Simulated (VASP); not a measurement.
# FeGe (P2_13) in VASP: further runs

The runs below take FeGe through single point, with PBE.

Everything below comes from runs of VASP 6.6.1. Logs are shortened: lines on timing, memory, paths and dates and some standing lists are left out, and cuts for length are marked.

## (1) The cell of the first run

It takes space group P2_13 (No. 198, cubic). Conventional cell: a = 4.663 Å, b = 4.663 Å, c = 4.663 Å, α = 90.00°, β = 90.00°, γ = 90.00°. Fe (site symmetry 3) has 7 Ge at 2.37 to 2.63 Å and 6 Fe at 2.86 Å within 3.1 Å. Within 3.1 Å of Ge (site symmetry 3) lie 7 Fe at 2.37 to 2.63 Å and 6 Ge at 2.89 Å.

## (2) Single point, PBE

INCAR reads:

```
SYSTEM = FeGe
ALGO = Normal ; EDIFF = 1E-6
ENCUT = 520 ; GGA = PE
ISIF = 2 ; ISMEAR = 0
LASPH = .True. ; LCHARG = .False.
LREAL = .False. ; LWAVE = .False.
NBANDS = 54 ; NELM = 80
PREC = Accurate ; SIGMA = 0.05
```

KPOINTS reads:

```
k-points
0
Gamma
  8 8 8
  0 0 0
```

POSCAR reads:

```
FeGe
1.0
    4.6626167344      0.0000000000      0.0000000000
    0.0000000000      4.6626167344      0.0000000000
    0.0000000000      0.0000000000      4.6626167344
Fe Ge
4 4
Direct
    0.1349101328      0.1349101328      0.1349101328
    0.3650898672      0.8650898672      0.6349101328
    0.6349101328      0.3650898672      0.8650898672
    0.8650898672      0.6349101328      0.3650898672
    0.8417623852      0.8417623852      0.8417623852
    0.6582376148      0.1582376148      0.3417623852
    0.3417623852      0.6582376148      0.1582376148
    0.1582376148      0.3417623852      0.6582376148
```

Potentials or basis: VASP PAW PBE potentials, release 64 (Fe, Ge_d).

On the command line:

```
$ cat potpaw_PBE.64/Fe/POTCAR potpaw_PBE.64/Ge_d/POTCAR > POTCAR
$ mpirun -np 1 vasp_std > vasp.out
```

OUTCAR:

```text
SYSTEM = FeGe
   EDIFF = 1E-6
   ENCUT = 520
   GGA = PE
   ISIF = 2
   ISMEAR = 0
   LASPH = .True.
   LREAL = .False.
   NELM = 80
   PREC = Accurate

 ion  position               nearest neighbor table
   1  0.135  0.135  0.135-   5 2.37   6 2.43   7 2.43   8 2.43   7 2.63   8 2.63   6 2.63   3 2.86
                             4 2.86   2 2.86   2 2.86   4 2.86   3 2.86
   2  0.365  0.865  0.635-   6 2.37   5 2.43   7 2.43   8 2.43   7 2.63   8 2.63   5 2.63   1 2.86
                             1 2.86   3 2.86   3 2.86   4 2.86   4 2.86
   3  0.635  0.365  0.865-   7 2.37   6 2.43   5 2.43   8 2.43   8 2.63   6 2.63   5 2.63   1 2.86
                             4 2.86   2 2.86   2 2.86   4 2.86   1 2.86
   4  0.865  0.635  0.365-   8 2.37   6 2.43   7 2.43   5 2.43   6 2.63   5 2.63   7 2.63   1 2.86
                             3 2.86   2 2.86   1 2.86   2 2.86   3 2.86
   5  0.842  0.842  0.842-   1 2.37   2 2.43   3 2.43   4 2.43   3 2.63   4 2.63   2 2.63   6 2.89
                             7 2.89   8 2.89   6 2.89   8 2.89   7 2.89
   6  0.658  0.158  0.342-   2 2.37   1 2.43   3 2.43   4 2.43   3 2.63   4 2.63   1 2.63   8 2.89
                             5 2.89   5 2.89   7 2.89   7 2.89   8 2.89
   7  0.342  0.658  0.158-   3 2.37   2 2.43   1 2.43   4 2.43   4 2.63   2 2.63   1 2.63   8 2.89
                             5 2.89   8 2.89   6 2.89   6 2.89   5 2.89
   8  0.158  0.342  0.658-   4 2.37   2 2.43   3 2.43   1 2.43   2 2.63   1 2.63   3 2.63   7 2.89
                             5 2.89   7 2.89   5 2.89   6 2.89   6 2.89

  LATTYP: Found a simple cubic cell.
 ALAT       =     4.6626167344

  Lattice vectors:

 A1 = (   4.6626167344,   0.0000000000,   0.0000000000)
 A2 = (   0.0000000000,   4.6626167344,   0.0000000000)
 A3 = (   0.0000000000,   0.0000000000,   4.6626167344)

Analysis of symmetry for initial positions (statically):
=====================================================================
 Subroutine PRICEL returns:
 Original cell was already a primitive cell.

 Routine SETGRP: Setting up the symmetry group for a
 simple cubic supercell.

 Subroutine GETGRP returns: Found 12 space group operations
 (whereof  3 operations were pure point group operations)
 out of a pool of 48 trial point group operations.

The static configuration has the point symmetry C_3 .
 The point group associated with its full space group is T   .

Analysis of symmetry for dynamics (positions and initial velocities):
=====================================================================
 Subroutine PRICEL returns:
 Original cell was already a primitive cell.

 Routine SETGRP: Setting up the symmetry group for a
 simple cubic supercell.

 Subroutine GETGRP returns: Found 12 space group operations
 (whereof  3 operations were pure point group operations)
 out of a pool of 48 trial point group operations.

The dynamic configuration has the point symmetry C_3 .
 The point group associated with its full space group is T   .

 Subroutine INISYM returns: Found 12 space group operations
 (whereof  3 operations are pure point group operations),
 and found     1 'primitive' translations

----------------------------------------------------------------------------------------

                                     Primitive cell

  volume of cell :     101.3653

  direct lattice vectors                    reciprocal lattice vectors
     4.662616734  0.000000000  0.000000000     0.214471842  0.000000000  0.000000000
     0.000000000  4.662616734  0.000000000     0.000000000  0.214471842  0.000000000
     0.000000000  0.000000000  4.662616734     0.000000000  0.000000000  0.214471842

  length of vectors
     4.662616734  4.662616734  4.662616734     0.214471842  0.214471842  0.214471842

  position of ions in fractional coordinates (direct lattice)
     0.134910133  0.134910133  0.134910133
     0.365089867  0.865089867  0.634910133
     0.634910133  0.365089867  0.865089867
     0.865089867  0.634910133  0.365089867
     0.841762385  0.841762385  0.841762385
     0.658237615  0.158237615  0.341762385
     0.341762385  0.658237615  0.158237615
     0.158237615  0.341762385  0.658237615

  ion indices of the primitive-cell ions
   primitive index   ion index
                 1           1
                 2           2
                 3           3
                 4           4
                 5           5
                 6           6
                 7           7
                 8           8

----------------------------------------------------------------------------------------

 KPOINTS: k-points

Automatic generation of k-mesh.
 Grid dimensions read from file:
 generate k-points for:    8    8    8

 Generating k-lattice:

  Cartesian coordinates                     Fractional coordinates (reciprocal lattice)
     0.026808980  0.000000000  0.000000000     0.125000000  0.000000000  0.000000000
     0.000000000  0.026808980  0.000000000     0.000000000  0.125000000  0.000000000
     0.000000000  0.000000000  0.026808980     0.000000000  0.000000000  0.125000000

  Length of vectors
     0.026808980  0.026808980  0.026808980

  Shift w.r.t. Gamma in fractional coordinates (k-lattice)
     0.000000000  0.000000000  0.000000000

 Subroutine IBZKPT returns following result:
 ===========================================

 Found     45 irreducible k-points:

 Following reciprocal coordinates:
            Coordinates               Weight
  0.000000  0.000000  0.000000      1.000000
  0.125000  0.000000  0.000000      6.000000
  0.250000  0.000000  0.000000      6.000000
  0.375000  0.000000  0.000000      6.000000
  0.500000  0.000000  0.000000      3.000000
  0.125000  0.125000  0.000000     12.000000
[... 16 lines left out ...]
  0.250000  0.125000  0.125000     24.000000
  0.375000  0.125000  0.125000     24.000000
 [... further k-points ...]
   k-points           NKPTS =     45   k-points in BZ     NKDIM =     45   number of bands    NBANDS=     54
   number of dos      NEDOS =    301   number of ions     NIONS =      8
   total plane-waves  NPLWV =  46656
   dimension x,y,z NGX =    36 NGY =   36 NGZ =   36
   dimension x,y,z NGXF=    72 NGYF=   72 NGZF=   72
   ions per type =               4   4
   NGX,Y,Z   is equivalent  to a cutoff of  12.84, 12.84, 12.84 a.u.
   NGXF,Y,Z  is equivalent  to a cutoff of  25.67, 25.67, 25.67 a.u.
 SYSTEM =  FeGe
   PREC   = accura    normal or accurate (medium, high low for compatibility)
   ISTART =      0    job   : 0-new  1-cont  2-samecut
   ICHARG =      2    charge: 1-file 2-atom 10-const
   ISPIN  =      1    spin polarized calculation?
   LNONCOLLINEAR =      F non collinear calculations
   LSORBIT =      F    spin-orbit coupling
   LASPH  =      T    aspherical Exc in radial PAW
   ENCUT  =  520.0 eV  38.22 Ry    6.18 a.u.   8.67  8.67  8.67*2*pi/ulx,y,z
   NELM   =     80;   NELMIN=  2; NELMDL= -5     # of ELM steps
   EDIFF  = 0.1E-05   stopping-criterion for ELM
   LREAL  =      F    real-space projection
   EDIFFG = 0.1E-04   stopping-criterion for IOM
   NSW    =      0    number of steps for IOM
   IBRION =     -1    ionic relax: 0-MD 1-quasi-New 2-CG
   NFREE  =      0    steps in history (QN), initial steepest desc. (CG)
   ISIF   =      2    stress and relaxation
   ISYM   =      2    0-nonsym 1-usesym 2-fastsym
   POTIM  = 0.5000    time-step for ionic-motion
   TEBEG  =    0.0;   TEEND  =   0.0 temperature during run
   PSTRESS=    0.0 pullay stress
   NELECT =      88.0000    total number of electrons
   NUPDOWN=      -1.0000    fix difference up-down
   EMIN   =  10.00;   EMAX   =-10.00  energy-range for DOS
   EFERMI =   0.00;   METHOD = LEGACY
   ISMEAR =     0;   SIGMA  =   0.05  broadening in eV -4-tet -1-fermi 0-gaus
   EFERMI_NEDOS =   21; number of points for ismear=-14 and -15
   IALGO  =     38    algorithm
   IMIX   =      4    mixing-type and parameters
     AMIX     =   0.40;   BMIX     =  1.00
     AMIX_MAG =   1.60;   BMIX_MAG =  1.00
  volume/ion in A,a.u.               =      12.67        85.51
  Fermi-wavevector in a.u.,A,eV,Ry     =   1.561730  2.951242 33.184625  2.439001
  Thomas-Fermi vector in A             =   2.664753
   LORBIT       =      0    0 simple, 1 ext, 2 COOP (PROOUT), +10 PAW based schemes
   GGA     = PE    functional components
   LHFCALC =     F    Hartree Fock is set to
   AEXX    =    0.0000 exact exchange contribution
   IVDW    =     0    specifies the selected vdW correction
   LEPSILON=     F    determine dielectric tensor
   LRPA    =     F    only Hartree local field effects (RPA)
 non-spin polarized calculation
 Gauss-broadening in eV      SIGMA  =   0.05
  energy-cutoff  :      520.00
  volume of cell :      101.37
 maximum number of plane-waves:      2800
   NGX = 17   NGY = 17   NGZ = 17

 number of electron      87.9999920 magnetization

 Free energy of the ion-electron system (eV)
  ---------------------------------------------------
  ext. energy  EPLUGINS =         0.00000000
  ---------------------------------------------------
  free energy    TOTEN  =       -51.59740483 eV

  energy without entropy =      -51.59259468  energy(sigma->0) =      -51.59499975

 E-fermi :   8.0906     XC(G=0): -12.9758

 val. band max:        8.0456162966   @ k =   0.2500   0.1250   0.1250
 cond. band min:       8.1332951732   @ k =   0.2500   0.2500   0.0000
 fundamental gap:      0.0876788766
 Fermi energy:         8.0905944755

 k-point     1 :       0.0000    0.0000    0.0000
  band No.  band energies     occupation
      1     -16.5092      2.00000
      2     -16.5092      2.00000
      3     -16.5092      2.00000
      4     -16.4706      2.00000
      5     -16.4706      2.00000
      6     -16.4706      2.00000
[... 46 lines left out ...]
     53      11.9542      0.00000
     54      11.9542      0.00000

 k-point     2 :       0.1250    0.0000    0.0000
  band No.  band energies     occupation
      1     -16.5104      2.00000
      2     -16.5085      2.00000
      3     -16.5084      2.00000
      4     -16.4727      2.00000
      5     -16.4696      2.00000
      6     -16.4656      2.00000
[... 1246 lines left out ...]
 k-point    24 :       0.3750    0.1250    0.1250
  band No.  band energies     occupation
      1     -16.5105      2.00000
      2     -16.5071      2.00000
      3     -16.5000      2.00000
      4     -16.4849      2.00000
      5     -16.4637      2.00000
      6     -16.4598      2.00000
[... 46 lines left out ...]
     53      11.7664      0.00000
     54      12.6012      0.00000

 [... further k-points ...]

------------------------ aborting loop because EDIFF is reached ----------------------------------------

  FORCE on cell =-STRESS in cart. coord.  units (eV):
  Direction    XX          YY          ZZ          XY          YZ          ZX
  --------------------------------------------------------------------------------------
  -------------------------------------------------------------------------------------
  Total       -1.8212493     -1.8212493     -1.8212493     -0.0000000      0.0000000      0.0000000
  in kB      -28.7866304    -28.7866304    -28.7866304     -0.0000000      0.0000000      0.0000000
  external PRESSURE =     -28.7866304 kB  Pullay stress =       0.0000000 kB

 VOLUME and BASIS-vectors are now :
 -----------------------------------------------------------------------------
  energy-cutoff  :      520.00
  volume of cell :      101.37
      direct lattice vectors                 reciprocal lattice vectors
     4.662616734  0.000000000  0.000000000     0.214471842  0.000000000  0.000000000
     0.000000000  4.662616734  0.000000000     0.000000000  0.214471842  0.000000000
     0.000000000  0.000000000  4.662616734     0.000000000  0.000000000  0.214471842

 POSITION                                       TOTAL-FORCE (eV/Angst)
 -----------------------------------------------------------------------------------
      0.62903      0.62903      0.62903        -0.065681     -0.065681     -0.065681
      1.70227      4.03358      2.96034         0.065681      0.065681     -0.065681
      2.96034      1.70227      4.03358        -0.065681      0.065681      0.065681
      4.03358      2.96034      1.70227         0.065681     -0.065681      0.065681
      3.92482      3.92482      3.92482        -0.216059     -0.216059     -0.216059
      3.06911      0.73780      1.59351         0.216059      0.216059     -0.216059
      1.59351      3.06911      0.73780        -0.216059      0.216059      0.216059
      0.73780      1.59351      3.06911         0.216059     -0.216059      0.216059
 -----------------------------------------------------------------------------------
    total drift:                               -0.000001     -0.000000      0.000000

  FREE ENERGIE OF THE ION-ELECTRON SYSTEM (eV)
  ---------------------------------------------------
  free  energy   TOTEN  =       -51.5974048279 eV

  energy  without entropy=      -51.5925946752  energy(sigma->0) =      -51.59499975
```

Wall time 4.7 min (1 thread of Intel Xeon 8259CL, shared host); peak memory 0.33 GiB.

What came out:

* Free energy: -51.5974 eV
* Pressure: -2.9 GPa
* Largest force: 0.374 eV/Å
* Band gap on the k mesh: 0.09 eV (least direct gap 0.11 eV)

Forces on the atoms (eV/Å):
```
Fe  -0.066 -0.066 -0.066
Fe   0.066  0.066 -0.066
Fe  -0.066  0.066  0.066
Fe   0.066 -0.066  0.066
Ge  -0.216 -0.216 -0.216
Ge   0.216  0.216 -0.216
Ge  -0.216  0.216  0.216
Ge   0.216 -0.216  0.216
```

A k mesh can miss the band edges. Spin polarisation is off, so any magnetic state and its effect on volume and gap are missing.

## (3) Single point, PBE, collinear spin, ferromagnetic start

INCAR reads:

```
PREC = Accurate ; ENCUT = 520
EDIFF = 1E-7 ; ISMEAR = 0
SIGMA = 0.05 ; LREAL = False
LASPH = True ; NELM = 150
ALGO = Normal ; ISIF = 2
LWAVE = False ; LCHARG = False
ISPIN = 2 ; MAGMOM = 2.5 2.5 2.5 2.5 0 0 0 0
LORBIT = 11 ; LMAXMIX = 4
GGA = PE ; NBANDS = 58
```

KPOINTS reads:

```
Automatic mesh
0
Gamma
  8 8 8
```

POSCAR is that of step 2.

Potentials or basis: VASP PAW PBE potentials, release 64 (Fe, Ge_d).

On the command line:

```
$ cat potpaw_PBE.64/Fe/POTCAR potpaw_PBE.64/Ge_d/POTCAR > POTCAR
$ mpirun -np 1 vasp_std > vasp.out
```

OUTCAR:

```text
PREC = Accurate
   ENCUT = 520
   EDIFF = 1E-7
   ISMEAR = 0
   LREAL = False
   LASPH = True
   NELM = 150
   ISIF = 2
   ISPIN = 2
   LORBIT = 11
   GGA = PE

 ion  position               nearest neighbor table
   1  0.135  0.135  0.135-   5 2.37   6 2.43   7 2.43   8 2.43   7 2.63   8 2.63   6 2.63   3 2.86
                             4 2.86   2 2.86   2 2.86   4 2.86   3 2.86
   2  0.365  0.865  0.635-   6 2.37   5 2.43   7 2.43   8 2.43   7 2.63   8 2.63   5 2.63   1 2.86
                             1 2.86   3 2.86   3 2.86   4 2.86   4 2.86
   3  0.635  0.365  0.865-   7 2.37   6 2.43   5 2.43   8 2.43   8 2.63   6 2.63   5 2.63   1 2.86
                             4 2.86   2 2.86   2 2.86   4 2.86   1 2.86
   4  0.865  0.635  0.365-   8 2.37   6 2.43   7 2.43   5 2.43   6 2.63   5 2.63   7 2.63   1 2.86
                             3 2.86   2 2.86   1 2.86   2 2.86   3 2.86
   5  0.842  0.842  0.842-   1 2.37   2 2.43   3 2.43   4 2.43   3 2.63   4 2.63   2 2.63   6 2.89
                             7 2.89   8 2.89   6 2.89   8 2.89   7 2.89
   6  0.658  0.158  0.342-   2 2.37   1 2.43   3 2.43   4 2.43   3 2.63   4 2.63   1 2.63   8 2.89
                             5 2.89   5 2.89   7 2.89   7 2.89   8 2.89
   7  0.342  0.658  0.158-   3 2.37   2 2.43   1 2.43   4 2.43   4 2.63   2 2.63   1 2.63   8 2.89
[... 3097 lines left out ...]
    total drift:                               -0.000000      0.000000      0.000000

  FREE ENERGIE OF THE ION-ELECTRON SYSTEM (eV)
  ---------------------------------------------------
  free  energy   TOTEN  =       -51.8189829116 eV

  energy  without entropy=      -51.8105579328  energy(sigma->0) =      -51.81477042

 total charge

# of ion       s       p       d       tot
------------------------------------------
    1        0.380   0.504   6.467   7.351
    2        0.380   0.504   6.467   7.351
    3        0.380   0.504   6.467   7.351
    4        0.380   0.504   6.467   7.351
    5        1.115   1.246  10.120  12.481
    6        1.115   1.246  10.120  12.481
    7        1.115   1.246  10.120  12.481
    8        1.115   1.246  10.120  12.481
--------------------------------------------------
tot          5.981   7.001  66.348  79.330

 magnetization (x)

# of ion       s       p       d       tot
------------------------------------------
    1       -0.000  -0.005   1.165   1.160
    2       -0.000  -0.005   1.165   1.160
    3       -0.000  -0.005   1.165   1.160
    4       -0.000  -0.005   1.165   1.160
    5       -0.011  -0.061  -0.006  -0.078
    6       -0.011  -0.061  -0.006  -0.078
    7       -0.011  -0.061  -0.006  -0.078
    8       -0.011  -0.061  -0.006  -0.078
--------------------------------------------------
tot         -0.047  -0.264   4.638   4.327
```

It took 17 min on 1 thread of Oxide Virtual Turin-like, shared host; peak memory 0.45 GiB.

Results:

| Item | Value |
| --- | --- |
| Free energy | -51.8190 eV |
| Pressure | 0.3 GPa |
| Largest force | 0.008 eV/Å |
| Net moment | 4.19 μB per cell |
| Site moments | Fe +1.16; Ge -0.08 μB |
| Valence electrons inside the program's atomic spheres | Fe 7.35; Ge 12.48 |

Forces on the atoms (eV/Å):
```
Fe   0.004  0.004  0.004
Fe  -0.004 -0.004  0.004
Fe   0.004 -0.004 -0.004
Fe  -0.004  0.004 -0.004
Ge  -0.004 -0.004 -0.004
Ge   0.004  0.004 -0.004
Ge  -0.004  0.004  0.004
Ge   0.004 -0.004  0.004
```

Levels at points of the mesh, in eV from the Fermi level:
Spin up:
```
           k point  band 43  band 44  band 45  band 46  band 47  band 48  band 49  band 50
(0.00, 0.00, 0.00)    -0.84    -0.84    -0.27    -0.27    -0.27     1.84     1.84     1.84
(0.50, 0.00, 0.00)    -0.73    -0.73    -0.55    -0.55     0.88     0.88     0.93     0.93
(0.50, 0.50, 0.00)    -1.03    -1.03    -0.10    -0.10     0.22     0.22     1.50     1.50
(0.50, 0.50, 0.50)    -1.05    -1.05    -0.39    -0.39    -0.39    -0.39     4.42     4.42
```
Spin down:
```tsv
k point	band 39	band 40	band 41	band 42	band 43	band 44	band 45	band 46
(0.00, 0.00, 0.00)	-1.37	0.15	0.15	0.15	0.28	0.28	0.99	0.99
(0.50, 0.00, 0.00)	-0.63	-0.63	0.02	0.02	0.32	0.32	0.66	0.66
(0.50, 0.50, 0.00)	-0.56	-0.56	-0.56	-0.56	0.05	0.05	0.98	0.98
(0.50, 0.50, 0.50)	-0.26	-0.26	-0.16	-0.16	-0.16	-0.16	0.83	0.83
```
